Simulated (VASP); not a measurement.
# LiNbO3 (Pm-3m) in VASP: single point with PBE

Aim: the single point of LiNbO3 with PBE.

Everything below comes from runs of VASP 6.6.1. Logs are shortened: lines on timing, memory, paths and dates and some standing lists are left out, and cuts for length are marked.

## (1) The cell of the first run

It takes space group Pm-3m (No. 221, cubic). The conventional cell has a = 3.933 Å, b = 3.933 Å, c = 3.933 Å, α = 90.00°, β = 90.00°, γ = 90.00°. Li (site symmetry m-3m) has 12 O at 2.78 Å and 8 Nb at 3.41 Å within 3.7 Å. Nb (site symmetry m-3m) has 6 O at 1.97 Å within 2.6 Å. O (site symmetry 4/mmm) has 2 Nb at 1.97 Å within 2.6 Å.

## (2) Single point, PBE, non-collinear spin, zero start, spin-orbit coupling

INCAR

```
PREC = Accurate ; ENCUT = 520
EDIFF = 1E-6 ; ISMEAR = 0
SIGMA = 0.01 ; LREAL = False
LASPH = True ; NELM = 150
ALGO = Normal ; ISIF = 2
LWAVE = False ; LCHARG = True
MAGMOM = 0 0 0 0 0 0 0 0 0 0 0 0 0 0 0 ; LORBIT = 11
LSORBIT = True ; GGA_COMPAT = False
LORBMOM = True ; LMAXMIX = 4
GGA = PE ; LVHAR = True
NBANDS = 49
```

KPOINTS

```
regular mesh
0
Gamma
  4 4 4
```

POSCAR

```
LiNbO3
1.0
    3.9331683584      0.0000000000      0.0000000000
    0.0000000000      3.9331683584      0.0000000000
    0.0000000000      0.0000000000      3.9331683584
Li Nb O
1 1 3
Direct
    0.0000000000      0.0000000000      0.0000000000
    0.5000000000      0.5000000000      0.5000000000
    0.5000000000      0.5000000000      0.0000000000
    0.5000000000      0.0000000000      0.5000000000
    0.0000000000      0.5000000000      0.5000000000
```

Potentials or basis: VASP PAW PBE potentials, release 64 (Li_sv, Nb_sv, O).

Started as:

```console
$ cat potpaw_PBE.64/Li_sv/POTCAR potpaw_PBE.64/Nb_sv/POTCAR potpaw_PBE.64/O/POTCAR > POTCAR
$ mpirun -np 1 vasp_ncl > vasp.out
```

OUTCAR:

```text
PREC = Accurate
   ENCUT = 520
   EDIFF = 1E-6
   ISMEAR = 0
   LREAL = False
   LASPH = True
   NELM = 150
   ISIF = 2
   LORBIT = 11
   LSORBIT = True
   GGA = PE

 ion  position               nearest neighbor table
   1  0.000  0.000  0.000-
   2  0.500  0.500  0.500-   3 1.97   4 1.97   5 1.97   3 1.97   4 1.97   5 1.97
   3  0.500  0.500  0.000-   2 1.97   2 1.97
   4  0.500  0.000  0.500-   2 1.97   2 1.97
   5  0.000  0.500  0.500-   2 1.97   2 1.97

  LATTYP: Found a simple cubic cell.
 ALAT       =     3.9331683584

  Lattice vectors:

 A1 = (   3.9331683584,   0.0000000000,   0.0000000000)
 A2 = (   0.0000000000,   3.9331683584,   0.0000000000)
 A3 = (   0.0000000000,   0.0000000000,   3.9331683584)

Analysis of symmetry for initial positions (statically):
=====================================================================
 Subroutine PRICEL returns:
 Original cell was already a primitive cell.

 Routine SETGRP: Setting up the symmetry group for a
 simple cubic supercell.

 Subroutine GETGRP returns: Found 48 space group operations
[... 9 lines left out ...]

 Routine SETGRP: Setting up the symmetry group for a
 simple cubic supercell.

 Subroutine GETGRP returns: Found 48 space group operations
 (whereof 48 operations were pure point group operations)
 out of a pool of 48 trial point group operations.

The dynamic configuration has the point symmetry O_h .

Analysis of structural, dynamic, and magnetic symmetry:
=====================================================================
 Subroutine PRICEL returns:
 Original cell was already a primitive cell.

 Routine SETGRP: Setting up the symmetry group for a
 simple cubic supercell.

 Subroutine GETGRP returns: Found 48 space group operations
 (whereof 48 operations were pure point group operations)
 out of a pool of 48 trial point group operations.

The overall configuration has the point symmetry O_h .

 Subroutine INISYM returns: Found 48 space group operations
[... 5 lines left out ...]
                                     Primitive cell

  volume of cell :      60.8454

  direct lattice vectors                    reciprocal lattice vectors
     3.933168358  0.000000000  0.000000000     0.254247952  0.000000000  0.000000000
     0.000000000  3.933168358  0.000000000     0.000000000  0.254247952  0.000000000
     0.000000000  0.000000000  3.933168358     0.000000000  0.000000000  0.254247952

  length of vectors
     3.933168358  3.933168358  3.933168358     0.254247952  0.254247952  0.254247952

  position of ions in fractional coordinates (direct lattice)
     0.000000000  0.000000000  0.000000000
     0.500000000  0.500000000  0.500000000
[... 648 lines left out ...]
  ---------------------------------------------------
  free  energy   TOTEN  =       -39.2451007892 eV

  energy  without entropy=      -39.2451007892  energy(sigma->0) =      -39.24510079

 orbital moment (x)

 # of ion     p       d       tot
 ----------------------------------------
  1         0.000   0.000   0.000
  2         0.000  -0.000  -0.000
  3         0.000   0.000   0.000
  4         0.000   0.000   0.000
  5        -0.000   0.000  -0.000
 ----------------------------------------
            0.000  -0.000  -0.000

 orbital moment (y)

 # of ion     p       d       tot
 ----------------------------------------
  1         0.000   0.000   0.000
  2        -0.000   0.000   0.000
  3         0.000   0.000   0.000
  4        -0.000   0.000  -0.000
  5        -0.000   0.000  -0.000
 ----------------------------------------
           -0.000   0.000   0.000

 orbital moment (z)

 # of ion     p       d       tot
 ----------------------------------------
  1         0.000   0.000   0.000
  2         0.000   0.000   0.000
  3         0.000   0.000   0.000
  4        -0.000   0.000  -0.000
  5         0.000   0.000   0.000
 ----------------------------------------
            0.000   0.000   0.000

 Spin-Orbit-Coupling matrix elements

 Ion:    1  E_soc:     -0.0000000
 l=   1
     0.0000000    -0.0000000    -0.0000000
    -0.0000000     0.0000000    -0.0000000
    -0.0000000    -0.0000000     0.0000000
 l=   2
     0.0000000     0.0000000     0.0000000     0.0000000     0.0000000
     0.0000000     0.0000000     0.0000000     0.0000000     0.0000000
     0.0000000     0.0000000     0.0000000     0.0000000     0.0000000
     0.0000000     0.0000000     0.0000000     0.0000000     0.0000000
     0.0000000     0.0000000     0.0000000     0.0000000     0.0000000
 l=   3
     0.0000000     0.0000000     0.0000000     0.0000000     0.0000000     0.0000000     0.0000000
     0.0000000     0.0000000     0.0000000     0.0000000     0.0000000     0.0000000     0.0000000
     0.0000000     0.0000000     0.0000000     0.0000000     0.0000000     0.0000000     0.0000000
     0.0000000     0.0000000     0.0000000     0.0000000     0.0000000     0.0000000     0.0000000
[... 69 lines left out ...]
 l=   2
     0.0000000     0.0000000     0.0000000     0.0000000     0.0000000
     0.0000000     0.0000000     0.0000000     0.0000000     0.0000000
     0.0000000     0.0000000     0.0000000     0.0000000     0.0000000
     0.0000000     0.0000000     0.0000000     0.0000000     0.0000000
     0.0000000     0.0000000     0.0000000     0.0000000     0.0000000
 l=   3
     0.0000000     0.0000000     0.0000000     0.0000000     0.0000000     0.0000000     0.0000000
     0.0000000     0.0000000     0.0000000     0.0000000     0.0000000     0.0000000     0.0000000
     0.0000000     0.0000000     0.0000000     0.0000000     0.0000000     0.0000000     0.0000000
     0.0000000     0.0000000     0.0000000     0.0000000     0.0000000     0.0000000     0.0000000
     0.0000000     0.0000000     0.0000000     0.0000000     0.0000000     0.0000000     0.0000000
     0.0000000     0.0000000     0.0000000     0.0000000     0.0000000     0.0000000     0.0000000
     0.0000000     0.0000000     0.0000000     0.0000000     0.0000000     0.0000000     0.0000000

 total charge

# of ion       s       p       d       tot
------------------------------------------
    1        1.992   0.014   0.000   2.006
    2        2.217   6.171   2.011  10.399
    3        1.570   3.503   0.000   5.073
    4        1.570   3.503   0.000   5.073
    5        1.570   3.503   0.000   5.073
--------------------------------------------------
tot          8.920  16.693   2.011  27.625

 magnetization (x)

# of ion       s       p       d       tot
------------------------------------------
    1       -0.000  -0.000   0.000  -0.000
    2        0.000   0.000  -0.000  -0.000
    3        0.000  -0.000   0.000   0.000
    4        0.000  -0.000   0.000  -0.000
    5        0.000   0.000   0.000   0.000
--------------------------------------------------
tot          0.000   0.000  -0.000   0.000

 magnetization (y)

# of ion       s       p       d       tot
------------------------------------------
    1        0.000   0.000   0.000   0.000
    2       -0.000  -0.000  -0.000  -0.000
    3        0.000  -0.000   0.000  -0.000
    4        0.000  -0.000   0.000   0.000
    5       -0.000   0.000   0.000  -0.000
--------------------------------------------------
tot         -0.000  -0.000  -0.000  -0.000

 magnetization (z)

# of ion       s       p       d       tot
------------------------------------------
    1        0.000   0.000   0.000   0.000
    2        0.000   0.000  -0.000  -0.000
    3       -0.000  -0.000   0.000  -0.000
    4        0.000  -0.000   0.000  -0.000
    5       -0.000   0.000   0.000  -0.000
--------------------------------------------------
tot          0.000  -0.000  -0.000  -0.000
```

OSZICAR:

```text
N       E                     dE             d eps       ncg     rms          rms(c)
DAV:   1     0.345933797898E+03    0.34593E+03   -0.17738E+04   980   0.142E+03
DAV:   2    -0.145918373990E+02   -0.36053E+03   -0.34373E+03  1261   0.479E+02
DAV:   3    -0.452057179542E+02   -0.30614E+02   -0.30221E+02  1366   0.130E+02
DAV:   4    -0.478253014261E+02   -0.26196E+01   -0.26070E+01  1678   0.362E+01
DAV:   5    -0.479256955127E+02   -0.10039E+00   -0.10037E+00  1472   0.525E+00    0.197E+01
DAV:   6    -0.393640144990E+02    0.85617E+01   -0.35834E+01  1379   0.470E+01    0.670E+00
DAV:   7    -0.392483246572E+02    0.11569E+00   -0.28599E+00  1479   0.125E+01    0.394E+00
DAV:   8    -0.392436049025E+02    0.47198E-02   -0.27918E-01  1546   0.483E+00    0.100E+00
DAV:   9    -0.392437735258E+02   -0.16862E-03   -0.28740E-02  1424   0.163E+00    0.539E-01
DAV:  10    -0.392449127124E+02   -0.11392E-02   -0.85465E-03  1284   0.842E-01    0.151E-01
DAV:  11    -0.392450570213E+02   -0.14431E-03   -0.75356E-04  1663   0.174E-01    0.651E-02
DAV:  12    -0.392451164091E+02   -0.59388E-04   -0.20293E-04  1211   0.109E-01    0.296E-02
DAV:  13    -0.392451012194E+02    0.15190E-04   -0.71478E-05  1344   0.956E-02    0.151E-02
DAV:  14    -0.392451007892E+02    0.43019E-06   -0.48203E-06  1432   0.215E-02
   1 F= -.39245101E+02 E0= -.39245101E+02  d E =-.151233-142  mag=     0.0000    -0.0000    -0.0000
```

stdout:

```text
POSCAR found type information on POSCAR LiNbO
 POSCAR found :  3 types and       5 ions
 scaLAPACK will be used
 LDA part: xc-table for (Slater+PW92), standard interpolation
 POSCAR, INCAR and KPOINTS ok, starting setup
 FFT: planning ... GRIDC
 FFT: planning ... GRID_SOFT
 FFT: planning ... GRID
 WAVECAR not read
 entering main loop
```

Run time: 74 s. Hardware: 1 thread of AMD EPYC 7R43 (Zen 3), shared host; peak memory 0.26 GiB.

Results:

```
Free energy                                           : -39.2451 eV
Net moment                                            : 0.00 μB per cell
Valence electrons inside the program's atomic spheres : Li 2.01; Nb 10.40; O 5.07
```

Moments on the atoms (μB; x, y, z):
```
Li  0.00 0.00 0.00
Nb  0.00 0.00 0.00
O   0.00 0.00 0.00
O   0.00 0.00 0.00
O   0.00 0.00 0.00
```

Caveat: the k points lie up to 0.40 Å⁻¹ apart.
